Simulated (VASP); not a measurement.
W: relaxation of cell and atoms with LDA

The system is W.

```
CELL_PARAMETERS angstrom
-1.58000 1.58000 1.58000
1.58000 -1.58000 1.58000
1.58000 1.58000 -1.58000
ATOMIC_POSITIONS crystal
W 0.00000 0.00000 0.00000
```

```yaml
Program: VASP 6.6.1
Task: relaxation of cell and atoms
Functional: LDA
Potentials_or_basis: VASP PAW LDA potentials, release 64 (W_sv)
Cutoff: 600 eV
k_mesh: 24 × 24 × 24
Occupations: methfessel-paxton, width 0.1 eV
Spin: no spin polarisation
Dipole_correction: no
Further_INCAR_settings: ALGO = Normal; EDIFF = 1e-06; IBRION = 2; EDIFFG = -0.005; NSW = 60; ISIF = 3
```

```yaml
Relaxed_volume: 15.50 Å³/atom
Relaxed_cell: a = 2.720 Å, b = 2.720 Å, c = 2.720 Å, α = 109.47°, β = 109.47°, γ = 109.47°
Space_group_after_relaxing_to_0.1_Å: Im-3m (No. 229)
Energy_gained_by_relaxing: 5.1 meV/atom
Ionic_steps: 4
Pressure_after_relaxing: 0.0 GPa
Band_gap_on_the_k_mesh: zero (bands 7 and 8 overlap by 6.61 eV)
```

Step by step:
| step | energy change (eV) | largest force (eV/Å) | pressure (GPa) | volume (Å³) |
| --- | --- | --- | --- | --- |
| 1 | 0.0000 | 0.0000 | -5.78 | 15.78 |
| 2 | 0.0684 | 0.0000 | 25.32 | 14.51 |
| 3 | -0.0051 | 0.0000 | -0.19 | 15.51 |
| 4 | -0.0051 | 0.0000 | -0.03 | 15.50 |

Final structure:
```xyz
1
Lattice="-1.5706 1.5706 1.5706 1.5706 -1.5706 1.5706 1.5706 1.5706 -1.5706" Properties=species:S:1:pos:R:3 pbc="T T T"
W     1.5706   -1.5706    1.5706
```

Levels at points of the mesh, in eV from the Fermi level:
```
           k point  band 5  band 6  band 7  band 8  band 9  band 10
(0.00, 0.00, 0.00)   -9.74   -1.37   -1.37   -1.37    2.17     2.17
(0.50, 0.00, 0.00)   -6.48   -3.77    0.85    2.09    3.07     6.27
(0.50, 0.50, 0.50)   -6.11   -6.11    5.24    5.24    5.24     8.47
```

Wall time 60 s on 1 thread of Intel(R) Xeon(R) Platinum 8559C (Emerald Rapids) (shared host), peak memory 0.21 GiB.

Caveat: spin-orbit coupling is left out, which moves the levels of the heavy elements.
